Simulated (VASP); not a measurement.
Wanted: the native input for a VASP 6.6.1 run.

```yaml
Task: single point
Functional: PBEsol
Potentials_or_basis: VASP PAW PBE potentials, release 64 (Si, Ge_d)
Cutoff: 520 eV
k_mesh: 6 × 6 × 6
Occupations: gaussian, width 0.03 eV
Spin: no spin polarisation
Dipole_correction: no
Further_INCAR_settings: ALGO = Normal; EDIFF = 1e-07; NBANDS = 31
```

The structure of Si7Ge lies in POSCAR:

```
Si7Ge
1.0
    5.4589494008      0.0000000000     -0.6004844341
    0.0000000000      5.4589494008      0.0000000000
   -0.6004844341      0.0000000000      5.4589494008
Si Ge
7 1
Direct
    0.2525986838      0.2525986838      0.2525986838
    0.0000000000      0.5000000000      0.5000000000
    0.5000000000      0.5000000000      0.0000000000
    0.5000000000      0.0000000000      0.5000000000
    0.7474013162      0.2525986838      0.7474013162
    0.7474013162      0.7474013162      0.2525986838
    0.2525986838      0.7474013162      0.7474013162
    0.0000000000      0.0000000000      0.0000000000
```

This cell differs from its parent crystal: engineering shear strain xz -0.2200, engineering shear strain yz +0.0000.

These files were run (other wordings do the same):

INCAR

```
PREC = Accurate
ENCUT = 520
EDIFF = 1E-7
ISMEAR = 0
SIGMA = 0.03
LREAL = F
LASPH = T
NELM = 60
ALGO = Normal
ISIF = 2
LWAVE = F
LCHARG = F
GGA = PS
NBANDS = 31
```

KPOINTS

```
Automatic mesh
0
Gamma
  6 6 6
```

Potentials or basis: VASP PAW PBE potentials, release 64 (Si, Ge_d).

Launch:

```console
$ cat potpaw_PBE.64/Si/POTCAR potpaw_PBE.64/Ge_d/POTCAR > POTCAR
$ mpirun -np 1 vasp_std > vasp.out
```

It gave:

* Pressure: 5.6 GPa
* Largest force: 2.546 eV/Å
* Band gap on the k mesh: zero (band 21 reaches 6.12 eV, above the bottom of band 22 at 5.61 eV)

Caveat: the cell differs from its parent crystal (engineering shear strain xz -0.2200, engineering shear strain yz +0.0000); the PAW data sets were made with another functional, which shifts forces and pressure a little.

Wall time 4.3 min on 1 thread of AMD EPYC 7R43 64-Core Processor (Zen 3) (shared host), peak memory 0.36 GiB.
